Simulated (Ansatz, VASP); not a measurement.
As in VASP and in Ansatz

The input INCAR:

```
  PREC = Accurate
  ENCUT = 520
  EDIFF = 1E-6
  ISMEAR = 0
  SIGMA = 0.15
  LREAL = False
  LASPH = True
  NELM = 80
  ALGO = Normal
  ISIF = 2
  LWAVE = False
  LCHARG = False
  GGA = CA
  NBANDS = 12
```

The input KPOINTS:

```
regular mesh
0
Gamma
  15 15 15
```

Contents of POSCAR:

```
As
1.0
    1.8797494575      1.0852738553      3.4857700000
   -1.8797494575      1.0852738553      3.4857700000
    0.0000000000     -2.1705477106      3.4857700000
As
2
Direct
    0.2275400000      0.2275400000      0.2275400000
    0.7724600000      0.7724600000      0.7724600000
```

Input for Ansatz:

```yaml
crystal:
  lattice:
    - [1.8797494575, 1.0852738553, 3.48577]
    - [-1.8797494575, 1.0852738553, 3.48577]
    - [0.0, -2.1705477106, 3.48577]
  atoms:
    - { symbol: As, position: [0.22754, 0.22754, 0.22754] }
    - { symbol: As, position: [0.77246, 0.77246, 0.77246] }
basis:
  ecutwfc: 420
kpoints:
  mp_grid: { grid: [15, 15, 15] }
hamiltonian:
  xc: lda
scf:
  occupations: { method: gaussian, width: 0.15 }
output:
  forces: true
  stress: true
  eigenvalues: true
```

Alike in both runs: task single point; functional LDA; k mesh 15 × 15 × 15; occupations gaussian, width 0.15 eV; no spin polarisation.

|  | VASP | Ansatz |
| --- | --- | --- |
| version | VASP 6.6.1 | Ansatz 0.2.0 |
| potentials or method | VASP PAW LDA potentials, release 64 (As), cutoff 520 eV | scalar-relativistic, plane waves, PAW |
| valence electrons in the cell | 10 | 30 |

```csv
,VASP,Ansatz,Ansatz less VASP
gap on the k mesh at the Fermi level (eV),none,none,-
pressure (GPa),-1.1,-1.5,-0.42
"traceless stress, the component that is largest in VASP (GPa)",-0.69,-0.56,+0.123
rms of the force components (eV/Å),0.077,0.037,-0.0393
```

LDA's correlation is that of Perdew and Zunger in VASP and of Perdew and Wang (1992) in Ansatz. Atom by atom the forces differ by 0.039 eV/Å (rms over components). A gap of «none» marks a metal or a gap that the smearing closes. VASP's potentials hold 10 valence electrons a cell and Ansatz's 30, so a difference there can come from the potentials and not from the codes.
